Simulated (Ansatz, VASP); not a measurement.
AgI: VASP beside Ansatz

```
Ag I
1.0
     4.65087    0.00000    0.00000
    -2.32544    4.02777    0.00000
     0.00000    0.00000    7.59930
Ag I
2 2
Direct
  0.33333 0.66667 0.00000
  0.66667 0.33333 0.50000
  0.33333 0.66667 0.37500
  0.66667 0.33333 0.87500
```

Alike in both runs: task single point; functional PBEsol; k mesh 6 × 6 × 2; no spin polarisation.

```csv
,VASP,Ansatz
version,VASP 6.6.1,Ansatz 0.2.0
potentials or method,"VASP PAW PBE potentials, release 64 (Ag, I)",plane waves
plane-wave cutoff (eV),500,420
occupations,"methfessel-paxton of order 1, width 0.05 eV","cold, width 0.05 eV"
valence electrons in the cell,36,72
```

|  | VASP | Ansatz | Ansatz less VASP |
| --- | --- | --- | --- |
| gap on the k mesh at the Fermi level (eV) | 1.24 | 1.23 | -0.003 |
| pressure (GPa) | -1.8 | -1.7 | +0.03 |
| rms of the force components (eV/Å) | 0.004 | 0.003 | -0.0003 |

VASP's potentials were made for PBE, not for PBEsol. Atom by atom the forces differ by 0.000 eV/Å (rms over components). VASP's potentials hold 36 valence electrons a cell and Ansatz's 72, so a difference there can come from the potentials and not from the codes.

Spin-orbit coupling is off throughout.
